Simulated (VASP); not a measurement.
The system is ZnSe (Stilleite).

```
Zn Se
1.0
     4.00760    0.00000    0.00000
     2.00380    3.47068    0.00000
     2.00380    1.15689    3.27219
Zn Se
1 1
Direct
  0.00000 0.00000 0.00000
  0.25000 0.25000 0.25000
```

Base run:

```yaml
Program: VASP 6.6.1
Functional: r2SCAN
Potentials_or_basis: VASP PAW PBE potentials, release 64 (Zn, Se)
Cutoff: 520 eV
k_mesh: 6 × 6 × 6
Occupations: methfessel-paxton, width 0.01 eV
Spin: no spin polarisation
```

Its results: band gap on the k mesh 1.87 eV, direct; pressure 0.0 GPa.

Q: The run is repeated on the same cell with these changes: functional from r2SCAN to revPBE. What comes out?

A: Band gap on the k mesh 1.41 eV, direct; pressure 4.0 GPa.

r2SCAN gives the wider gap, since meta-GGAs in the generalised Kohn-Sham scheme recover part of the derivative discontinuity.

Caveats: the PAW data sets were made with another functional, which shifts forces and pressure a little.

